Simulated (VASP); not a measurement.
# MgO (rock salt type) (Fm-3m) in VASP: a series of runs, part 2 of 3

VASP 6.6.1. Earlier steps stand in the parts before.

## Step 4: Single point, HSE06

This run uses another cell than the first one, of 9.40 Å³/atom.

File POSCAR:

```
MgO
1.0
    0.0000000000      2.1107378253      2.1107378253
    2.1107378253      0.0000000000      2.1107378253
    2.1107378253      2.1107378253      0.0000000000
Mg O
1 1
Direct
    0.0000000000      0.0000000000      0.0000000000
    0.5000000000      0.5000000000      0.5000000000
```

File INCAR.step1:

```
PREC = Accurate ; ENCUT = 520
EDIFF = 1E-5 ; ISMEAR = -1
SIGMA = 0.05 ; LREAL = False
LASPH = True ; NELM = 60
ALGO = Normal ; ISIF = 2
LWAVE = True ; LCHARG = False
NBANDS = 11 ; GGA = PE
```

File INCAR.step2:

```
PREC = Accurate ; ENCUT = 520
EDIFF = 1E-7 ; ISMEAR = -1
SIGMA = 0.05 ; LREAL = False
LASPH = True ; NELM = 60
ALGO = Normal ; ISIF = 2
LWAVE = False ; LCHARG = False
GGA = PE ; LHFCALC = True
HFSCREEN = 0.2079 ; PRECFOCK = Normal
NBANDS = 11 ; ISTART = 1
```

File KPOINTS:

```
regular mesh
0
Gamma
  4 4 4
```

Potentials or basis: VASP PAW PBE potentials, release 64 (Mg, O).

Run with:

```
cat potpaw_PBE.64/Mg/POTCAR potpaw_PBE.64/O/POTCAR > POTCAR
cp INCAR.step1 INCAR
mpirun -np 1 vasp_std > vasp.out
cp INCAR.step2 INCAR
mpirun -np 1 vasp_std > vasp.out
```

OUTCAR:

```text
PREC = Accurate
   ENCUT = 520
   EDIFF = 1E-7
   ISMEAR = -1
   LREAL = False
   LASPH = True
   NELM = 60
   ISIF = 2
   GGA = PE
   LHFCALC = True
   HFSCREEN = 0.2079
   PRECFOCK = Normal
   ISTART = 1

 ion  position               nearest neighbor table
   1  0.000  0.000  0.000-   2 2.11   2 2.11   2 2.11   2 2.11   2 2.11   2 2.11
   2  0.500  0.500  0.500-   1 2.11   1 2.11   1 2.11   1 2.11   1 2.11   1 2.11

  LATTYP: Found a face centered cubic cell.
 ALAT       =     4.2214756506

  Lattice vectors:

 A1 = (   0.0000000000,   2.1107378253,   2.1107378253)
 A2 = (   2.1107378253,   0.0000000000,   2.1107378253)
 A3 = (   2.1107378253,   2.1107378253,   0.0000000000)

Analysis of symmetry for initial positions (statically):
=====================================================================
 Subroutine PRICEL returns:
 Original cell was already a primitive cell.

 Routine SETGRP: Setting up the symmetry group for a
 face centered cubic supercell.

 Subroutine GETGRP returns: Found 48 space group operations
 (whereof 48 operations were pure point group operations)
 out of a pool of 48 trial point group operations.

The static configuration has the point symmetry O_h .

Analysis of symmetry for dynamics (positions and initial velocities):
=====================================================================
 Subroutine PRICEL returns:
 Original cell was already a primitive cell.

 Routine SETGRP: Setting up the symmetry group for a
 face centered cubic supercell.

 Subroutine GETGRP returns: Found 48 space group operations
 (whereof 48 operations were pure point group operations)
 out of a pool of 48 trial point group operations.

The dynamic configuration has the point symmetry O_h .

 Subroutine INISYM returns: Found 48 space group operations
 (whereof 48 operations are pure point group operations),
 and found     1 'primitive' translations

----------------------------------------------------------------------------------------

                                     Primitive cell

  volume of cell :      18.8076

  direct lattice vectors                    reciprocal lattice vectors
     0.000000000  2.110737825  2.110737825    -0.236883991  0.236883991  0.236883991
     2.110737825  0.000000000  2.110737825     0.236883991 -0.236883991  0.236883991
     2.110737825  2.110737825  0.000000000     0.236883991  0.236883991 -0.236883991

  length of vectors
     2.985034059  2.985034059  2.985034059     0.410295108  0.410295108  0.410295108

  position of ions in fractional coordinates (direct lattice)
     0.000000000  0.000000000  0.000000000
     0.500000000  0.500000000  0.500000000

  ion indices of the primitive-cell ions
   primitive index   ion index
                 1           1
                 2           2

----------------------------------------------------------------------------------------

 KPOINTS: regular mesh

Automatic generation of k-mesh.
 Grid dimensions read from file:
 generate k-points for:    4    4    4

 Generating k-lattice:

[... 29 lines left out ...]
   dimension x,y,z NGX =    24 NGY =   24 NGZ =   24
   dimension x,y,z NGXF=    48 NGYF=   48 NGZF=   48
   ions per type =               1   1
   NGX,Y,Z   is equivalent  to a cutoff of  13.37, 13.37, 13.37 a.u.
   NGXF,Y,Z  is equivalent  to a cutoff of  26.73, 26.73, 26.73 a.u.
 SYSTEM =  unknown system
   PREC   = accura    normal or accurate (medium, high low for compatibility)
   ISTART =      1    job   : 0-new  1-cont  2-samecut
   ICHARG =      0    charge: 1-file 2-atom 10-const
   ISPIN  =      1    spin polarized calculation?
   LNONCOLLINEAR =      F non collinear calculations
   LSORBIT =      F    spin-orbit coupling
   LASPH  =      T    aspherical Exc in radial PAW
   ENCUT  =  520.0 eV  38.22 Ry    6.18 a.u.   5.55  5.55  5.55*2*pi/ulx,y,z
   NELM   =     60;   NELMIN=  2; NELMDL=  0     # of ELM steps
   EDIFF  = 0.1E-06   stopping-criterion for ELM
   LREAL  =      F    real-space projection
   EDIFFG = 0.1E-05   stopping-criterion for IOM
   NSW    =      0    number of steps for IOM
   IBRION =     -1    ionic relax: 0-MD 1-quasi-New 2-CG
   NFREE  =      0    steps in history (QN), initial steepest desc. (CG)
   ISIF   =      2    stress and relaxation
   ISYM   =      3    0-nonsym 1-usesym 2-fastsym
   POTIM  = 0.5000    time-step for ionic-motion
   TEBEG  =    0.0;   TEEND  =   0.0 temperature during run
   PSTRESS=    0.0 pullay stress
   NELECT =       8.0000    total number of electrons
   NUPDOWN=      -1.0000    fix difference up-down
   EMIN   =  10.00;   EMAX   =-10.00  energy-range for DOS
   EFERMI =   0.00;   METHOD = LEGACY
   ISMEAR =    -1;   SIGMA  =   0.05  broadening in eV -4-tet -1-fermi 0-gaus
   EFERMI_NEDOS =   21; number of points for ismear=-14 and -15
   IALGO  =     38    algorithm
   IMIX   =      1    mixing-type and parameters
     AMIX     =   0.40;   BMIX     =  1.00
     AMIX_MAG =   1.60;   BMIX_MAG =  1.00
  volume/ion in A,a.u.               =       9.40        63.46
  Fermi-wavevector in a.u.,A,eV,Ry     =   1.231196  2.326623 20.624305  1.515844
  Thomas-Fermi vector in A             =   2.366015
   LORBIT       =      0    0 simple, 1 ext, 2 COOP (PROOUT), +10 PAW based schemes
   GGA     = PE    functional components
   LHFCALC =     T    Hartree Fock is set to
   PRECFOCK=normal    Normal, Fast or Accurate (Low or Medium for compatibility)
   ENCUT4O =  -1.0   cutoff for four orbital integrals eV
   NKREDX  =     1    reduce k-point grid by
   NKREDY  =     1    reduce k-point grid by
   NKREDZ  =     1    reduce k-point grid by
   AEXX    =    0.2500 exact exchange contribution
   HFSCREEN=    0.2079 screening length (either q_TF or 0.3 A-1)
   HFSCREENC=   0.2079 screening length for correlation (either q_TF or 0.3 A-1)
   ENCUTFOCK=  -1.0 apply spherical cutoff to Coloumb kernel
   IVDW    =     0    specifies the selected vdW correction
   LEPSILON=     F    determine dielectric tensor
   LRPA    =     F    only Hartree local field effects (RPA)
 non-spin polarized calculation
  energy-cutoff  :      520.00
  volume of cell :       18.81
 maximum number of plane-waves:       531
 NGX is ok and might be reduce to    24
  NGX = 18; NGY = 18; NGZ = 18

 number of electron       8.0000005 magnetization

 Free energy of the ion-electron system (eV)
  ---------------------------------------------------
  ext. energy  EPLUGINS =         0.00000000
  ---------------------------------------------------
  free energy    TOTEN  =       -14.19937609 eV

  energy without entropy =      -14.19937609  energy(sigma->0) =      -14.19937609

 E-fermi :   2.9814     XC(G=0):  -9.0698

 val. band max:        1.8989212365   @ k =   0.0000   0.0000   0.0000
 cond. band min:       8.2795285463   @ k =   0.0000   0.0000   0.0000
 fundamental gap:      6.3806073098
 Fermi energy:         2.9814261987

 k-point     1 :       0.0000    0.0000    0.0000
  band No.  band energies     occupation
      1     -16.8830      2.00000
      2       1.8989      2.00000
      3       1.8989      2.00000
      4       1.8989      2.00000
      5       8.2795      0.00000
      6      19.6048      0.00000
      7      19.6048      0.00000
      8      19.6048      0.00000
      9      23.5149      0.00000
     10      25.4389      0.00000
     11      25.4389      0.00000
[... 85 lines left out ...]
 k-point     8 :      -0.2500    0.5000    0.2500
  band No.  band energies     occupation
      1     -15.2278      2.00000
      2      -1.2412      2.00000
      3      -1.2412      2.00000
      4       0.0203      2.00000
      5      15.5064      0.00000
      6      15.5064      0.00000
      7      16.0022      0.00000
      8      19.4162      0.00000
      9      26.0229      0.00000
     10      26.0229      0.00000
     11      30.4585      0.00000

------------------------ aborting loop because EDIFF is reached ----------------------------------------

  FORCE on cell =-STRESS in cart. coord.  units (eV):
  Direction    XX          YY          ZZ          XY          YZ          ZX
  --------------------------------------------------------------------------------------
  -------------------------------------------------------------------------------------
  Total       -0.3088179     -0.3088179     -0.3088179      0.0000000      0.0000000     -0.0000000
  in kB      -26.3075396    -26.3075396    -26.3075396      0.0000000      0.0000000     -0.0000000
  external PRESSURE =     -26.3075396 kB  Pullay stress =       0.0000000 kB

 VOLUME and BASIS-vectors are now :
 -----------------------------------------------------------------------------
  energy-cutoff  :      520.00
  volume of cell :       18.81
      direct lattice vectors                 reciprocal lattice vectors
     0.000000000  2.110737825  2.110737825    -0.236883991  0.236883991  0.236883991
     2.110737825  0.000000000  2.110737825     0.236883991 -0.236883991  0.236883991
     2.110737825  2.110737825  0.000000000     0.236883991  0.236883991 -0.236883991

 POSITION                                       TOTAL-FORCE (eV/Angst)
 -----------------------------------------------------------------------------------
      0.00000      0.00000      0.00000        -0.000000      0.000000     -0.000000
      2.11074      2.11074      2.11074         0.000000     -0.000000      0.000000
 -----------------------------------------------------------------------------------
    total drift:                                0.000035      0.000048      0.000048

  FREE ENERGIE OF THE ION-ELECTRON SYSTEM (eV)
  ---------------------------------------------------
  free  energy   TOTEN  =       -14.1993760903 eV

  energy  without entropy=      -14.1993760902  energy(sigma->0) =      -14.19937609
```

It took 67 s on 1 thread of AMD EPYC 7R13 (Zen 3), shared host; peak memory 0.21 GiB.

Results:

| Item | Value |
| --- | --- |
| Free energy | -14.1994 eV |
| Pressure | -2.6 GPa |
| Band gap on the k mesh | 6.38 eV |

Levels at points of the mesh, in eV from the valence-band top:
```csv
k point,band 2,band 3,band 4,band 5,band 6,band 7
"(0.00, 0.00, 0.00)",0.00,0.00,0.00,6.38,17.71,17.71
"(0.50, 0.00, 0.00)",-4.89,-0.70,-0.70,9.62,14.78,18.24
"(0.50, 0.50, 0.00)",-4.35,-1.46,-1.46,10.84,11.77,15.28
```

Caveat: the k points lie up to 0.64 Å⁻¹ apart; the PAW data sets were made with another functional, which shifts forces and pressure a little.

## Step 5: Single point, HSE06

This run uses another cell than the first one, of 9.40 Å³/atom.

POSCAR is that of step 4.

File INCAR.step1:

```
SYSTEM = MgO
PREC = Accurate ; ENCUT = 520
EDIFF = 1E-5 ; ISMEAR = -1
SIGMA = 0.05 ; LREAL = .FALSE.
LASPH = .TRUE. ; NELM = 80
ALGO = Normal ; ISIF = 2
LWAVE = .TRUE. ; LCHARG = .FALSE.
NBANDS = 11 ; GGA = PE
```

File INCAR.step2:

```
SYSTEM = MgO
PREC = Accurate ; ENCUT = 520
EDIFF = 1E-6 ; ISMEAR = -1
SIGMA = 0.05 ; LREAL = .FALSE.
LASPH = .TRUE. ; NELM = 80
ALGO = Normal ; ISIF = 2
LWAVE = .FALSE. ; LCHARG = .FALSE.
GGA = PE ; LHFCALC = .TRUE.
HFSCREEN = 0.2079 ; PRECFOCK = Normal
NBANDS = 11 ; ISTART = 1
```

File KPOINTS:

```
regular mesh
0
G
  4 4 4
  0 0 0
```

Run with:

```
cat potpaw_PBE.64/Mg/POTCAR potpaw_PBE.64/O/POTCAR > POTCAR
cp INCAR.step1 INCAR
mpirun -np 1 vasp_std > vasp.out
cp INCAR.step2 INCAR
mpirun -np 1 vasp_std > vasp.out
```

Wall time 60 s (1 thread of AMD EPYC 7R13 (Zen 3), shared host); peak memory 0.21 GiB.

The run converged. Its results:

* Free energy: -14.1994 eV
* Pressure: -2.6 GPa
* Band gap on the k mesh: 6.38 eV

Levels at points of the mesh, in eV from the valence-band top:
| k point | band 1 | band 2 | band 3 | band 4 | band 5 | band 6 | band 7 | band 8 |
| --- | --- | --- | --- | --- | --- | --- | --- | --- |
| (0.00, 0.00, 0.00) | -18.78 | 0.00 | 0.00 | 0.00 | 6.38 | 17.71 | 17.71 | 17.71 |
| (0.50, 0.00, 0.00) | -17.45 | -4.89 | -0.70 | -0.70 | 9.62 | 14.78 | 18.24 | 18.24 |
| (0.50, 0.50, 0.00) | -17.18 | -4.35 | -1.46 | -1.46 | 10.84 | 11.77 | 15.28 | 21.26 |

Caveat: the k points lie up to 0.64 Å⁻¹ apart; the PAW data sets were made with another functional, which shifts forces and pressure a little.

(Continued in part 3 of 3.)
